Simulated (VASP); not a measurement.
# SnSe2 (P4_2/mnm) in VASP: further runs, part 2 of 2

VASP 6.6.1. The steps go on from the part before.

### Step 3. Single point, r2SCAN+rVV10

POSCAR

```
SnSe2
1.0
    6.4318181089      0.0000000000      0.0000000000
    0.0000000000      6.4318181089      0.0000000000
    0.0000000000      0.0000000000      3.9636971410
Sn Se
2 4
Direct
    0.0000000000      0.0000000000      0.0000000000
    0.5000000000      0.5000000000      0.5000000000
    0.3061794125      0.3061794125      0.0000000000
    0.1938205875      0.8061794125      0.5000000000
    0.8061794125      0.1938205875      0.5000000000
    0.6938205875      0.6938205875      0.0000000000
```

INCAR.step1

```
SYSTEM = SnSe2
  PREC = Accurate
  ENCUT = 550
  ISMEAR = -1
  SIGMA = 0.03
  LREAL = .False.
  LASPH = .True.
  NELM = 120
  NBANDS = 35
  GGA = PE
  ALGO = Normal
  EDIFF = 1E-5
  LWAVE = .True.
  LCHARG = .False.
  GGA_COMPAT = .False.
```

INCAR.step2

```
SYSTEM = SnSe2
  PREC = Accurate
  ENCUT = 550
  EDIFF = 1E-6
  ISMEAR = -1
  SIGMA = 0.03
  LREAL = .False.
  LASPH = .True.
  NELM = 120
  ALGO = Normal
  ISIF = 2
  LWAVE = .False.
  LCHARG = .True.
  METAGGA = R2SCAN
  LMIXTAU = .True.
  LUSE_VDW = .True.
  IVDW_NL = 2
  BPARAM = 11.95
  CPARAM = 0.0093
  LELF = .True.
  LVHAR = .True.
  NBANDS = 35
  ISTART = 1
  GGA_COMPAT = .False.
```

KPOINTS

```
Automatic mesh
0
Gamma
  4 4 8
  0 0 0
```

Potentials or basis: VASP PAW PBE potentials, release 64 (Sn_d, Se).

Run with:

```sh
$ cat potpaw_PBE.64/Sn_d/POTCAR potpaw_PBE.64/Se/POTCAR > POTCAR
$ cp INCAR.step1 INCAR
$ mpirun -np 1 vasp_std > vasp.out
$ cp INCAR.step2 INCAR
$ mpirun -np 1 vasp_std > vasp.out
```

OUTCAR:

```text
SYSTEM = SnSe2
   PREC = Accurate
   ENCUT = 550
   EDIFF = 1E-6
   ISMEAR = -1
   LREAL = .False.
   LASPH = .True.
   NELM = 120
   ISIF = 2
   METAGGA = R2SCAN
   IVDW_NL = 2
   BPARAM = 11.95
   ISTART = 1

 ion  position               nearest neighbor table
   1  0.000  0.000  0.000-   4 2.65   5 2.65   4 2.65   5 2.65   3 2.78   6 2.78
   2  0.500  0.500  0.500-   3 2.65   6 2.65   3 2.65   6 2.65   5 2.78   4 2.78
   3  0.306  0.306  0.000-   2 2.65   2 2.65   1 2.78
   4  0.194  0.806  0.500-   1 2.65   1 2.65   2 2.78
   5  0.806  0.194  0.500-   1 2.65   1 2.65   2 2.78
   6  0.694  0.694  0.000-   2 2.65   2 2.65   1 2.78

  LATTYP: Found a simple tetragonal cell.
 ALAT       =     6.4318181089
 C/A-ratio  =     0.6162638734

  Lattice vectors:

 A1 = (   6.4318181089,   0.0000000000,   0.0000000000)
 A2 = (   0.0000000000,   6.4318181089,   0.0000000000)
 A3 = (   0.0000000000,   0.0000000000,   3.9636971410)

Analysis of symmetry for initial positions (statically):
=====================================================================
 Subroutine PRICEL returns:
 Original cell was already a primitive cell.

 Routine SETGRP: Setting up the symmetry group for a
 simple tetragonal supercell.

 Subroutine GETGRP returns: Found 16 space group operations
 (whereof  8 operations were pure point group operations)
 out of a pool of 16 trial point group operations.

The static configuration has the point symmetry D_2h.
 The point group associated with its full space group is D_4h.

Analysis of symmetry for dynamics (positions and initial velocities):
=====================================================================
 Subroutine PRICEL returns:
 Original cell was already a primitive cell.

 Routine SETGRP: Setting up the symmetry group for a
 simple tetragonal supercell.

 Subroutine GETGRP returns: Found 16 space group operations
 (whereof  8 operations were pure point group operations)
[... 127 lines left out ...]
   EFERMI_NEDOS =   21; number of points for ismear=-14 and -15
   IALGO  =     38    algorithm
   IMIX   =      4    mixing-type and parameters
     AMIX     =   0.40;   BMIX     =  1.00
     AMIX_MAG =   1.60;   BMIX_MAG =  1.00
  volume/ion in A,a.u.               =      27.33       184.42
  Fermi-wavevector in a.u.,A,eV,Ry     =   1.116400  2.109691 16.957617  1.246350
  Thomas-Fermi vector in A             =   2.253014
   LORBIT       =      0    0 simple, 1 ext, 2 COOP (PROOUT), +10 PAW based schemes
   METAGGA = R2SCAN    functional components
   LHFCALC =     F    Hartree Fock is set to
   AEXX    =    0.0000 exact exchange contribution
   IVDW_NL    =     2    kernel type
   BPARAM     =11.9500
   IVDW    =     0    specifies the selected vdW correction
   LEPSILON=     F    determine dielectric tensor
   LRPA    =     F    only Hartree local field effects (RPA)
 non-spin polarized calculation
  energy-cutoff  :      550.00
  volume of cell :      163.97
 maximum number of plane-waves:      4847
 NGX is ok and might be reduce to    50
   NGX = 25   NGY = 25   NGZ = 15

 number of electron      51.9999985 magnetization

 Free energy of the ion-electron system (eV)
  ---------------------------------------------------
  ext. energy  EPLUGINS =         0.00000000
  ---------------------------------------------------
  free energy    TOTEN  =      -106.67988678 eV

  energy without entropy =     -106.67950108  energy(sigma->0) =     -106.67969393

 E-fermi :   3.7127     XC(G=0):  -9.7864

 val. band max:        3.6033287324   @ k =   0.0000   0.0000   0.1250
 cond. band min:       3.8509035596   @ k =   0.2500   0.0000   0.0000
 fundamental gap:      0.2475748273
 Fermi energy:         3.7126983125

 k-point     1 :       0.0000    0.0000    0.0000
  band No.  band energies     occupation
      1     -18.9729      2.00000
      2     -18.9457      2.00000
      3     -18.8837      2.00000
      4     -18.8837      2.00000
      5     -18.8400      2.00000
      6     -18.8387      2.00000
[... 901 lines left out ...]
     34      10.8149      0.00000
     35      10.8350      0.00000

 [... further k-points ...]
[... 5 lines left out ...]
  --------------------------------------------------------------------------------------
  -------------------------------------------------------------------------------------
  Total        0.1541918      0.1541918      0.4537099      0.0000000      0.0000000      0.0000000
  in kB        1.5066205      1.5066205      4.4332365      0.0000000      0.0000000      0.0000000
  external PRESSURE =       2.4821592 kB  Pullay stress =       0.0000000 kB

 VOLUME and BASIS-vectors are now :
 -----------------------------------------------------------------------------
  energy-cutoff  :      550.00
  volume of cell :      163.97
      direct lattice vectors                 reciprocal lattice vectors
     6.431818109  0.000000000  0.000000000     0.155477034  0.000000000  0.000000000
     0.000000000  6.431818109  0.000000000     0.000000000  0.155477034  0.000000000
     0.000000000  0.000000000  3.963697141     0.000000000  0.000000000  0.252289709

 POSITION                                       TOTAL-FORCE (eV/Angst)
 -----------------------------------------------------------------------------------
      0.00000      0.00000      0.00000         0.000000      0.000000      0.000000
      3.21591      3.21591      1.98185         0.000000      0.000000      0.000000
      1.96929      1.96929      0.00000        -0.025424     -0.025424     -0.000000
      1.24662      5.18520      1.98185         0.025424     -0.025424      0.000000
      5.18520      1.24662      1.98185        -0.025424      0.025424      0.000000
      4.46253      4.46253      0.00000         0.025424      0.025424      0.000000
 -----------------------------------------------------------------------------------
    total drift:                                0.000000     -0.000000      0.000000

  FREE ENERGIE OF THE ION-ELECTRON SYSTEM (eV)
  ---------------------------------------------------
  free  energy   TOTEN  =      -106.6798867785 eV

  energy  without entropy=     -106.6795010816  energy(sigma->0) =     -106.67969393
```

OSZICAR.step1:

```text
N       E                     dE             d eps       ncg     rms          rms(c)
DAV:   1     0.506658052366E+03    0.50666E+03   -0.24021E+04  2138   0.175E+03
DAV:   2     0.574917915804E+02   -0.44917E+03   -0.43255E+03  2124   0.458E+02
DAV:   3    -0.189414758304E+02   -0.76433E+02   -0.74581E+02  2515   0.167E+02
DAV:   4    -0.231459925519E+02   -0.42045E+01   -0.41666E+01  2546   0.409E+01
DAV:   5    -0.232508755629E+02   -0.10488E+00   -0.10478E+00  2977   0.697E+00    0.677E+00
DAV:   6    -0.225153696537E+02    0.73551E+00   -0.12239E+00  2913   0.958E+00    0.425E+00
DAV:   7    -0.224689249427E+02    0.46445E-01   -0.41788E-01  2677   0.314E+00    0.154E+00
DAV:   8    -0.224656842165E+02    0.32407E-02   -0.43047E-02  2706   0.186E+00    0.303E-01
DAV:   9    -0.224657791766E+02   -0.94960E-04   -0.48709E-03  2698   0.664E-01    0.104E-01
DAV:  10    -0.224658287725E+02   -0.49596E-04   -0.46982E-04  2530   0.142E-01    0.364E-02
DAV:  11    -0.224658773957E+02   -0.48623E-04   -0.84535E-05  2298   0.495E-02    0.109E-02
DAV:  12    -0.224658762239E+02    0.11718E-05   -0.77475E-06  1472   0.172E-02
   1 F= -.22465876E+02 E0= -.22465383E+02  d E =-.985869E-03
```

Run time: 13 min. Hardware: 1 thread of Oxide Virtual Turin-like, shared host; peak memory 0.62 GiB.

What came out:

- Free energy: -106.6799 eV
- Pressure: 0.2 GPa
- Largest force: 0.036 eV/Å
- Band gap on the k mesh: 0.25 eV (least direct gap 0.28 eV)

Forces on the atoms (eV/Å):
```
Sn   0.000  0.000  0.000
Sn   0.000  0.000  0.000
Se  -0.025 -0.025  0.000
Se   0.025 -0.025  0.000
Se  -0.025  0.025  0.000
Se   0.025  0.025  0.000
```

Levels at points of the mesh, in eV from the valence-band top:
```tsv
k point	band 24	band 25	band 26	band 27	band 28	band 29
(0.00, 0.00, 0.00)	-1.02	-0.34	-0.34	0.41	1.69	2.95
(0.50, 0.00, 0.00)	-0.88	-0.47	-0.47	0.87	0.87	3.58
(0.50, 0.50, 0.00)	-1.08	-1.04	-1.04	0.94	0.94	4.08
(0.00, 0.00, 0.50)	-1.41	-1.30	-1.30	1.17	1.17	5.31
(0.50, 0.00, 0.50)	-0.84	-0.77	-0.77	1.83	1.83	2.62
(0.50, 0.50, 0.50)	-0.96	-0.68	-0.68	0.59	0.59	4.94
```

Caveat: the structure was generated, so it needn't be the stable form of SnSe2; semilocal functionals underestimate gaps, and a narrow one can read as zero; the PAW data sets were made with another functional, which shifts forces and pressure a little; spin-orbit coupling is left out, which moves the levels of the heavy elements. A k mesh can miss the band edges.
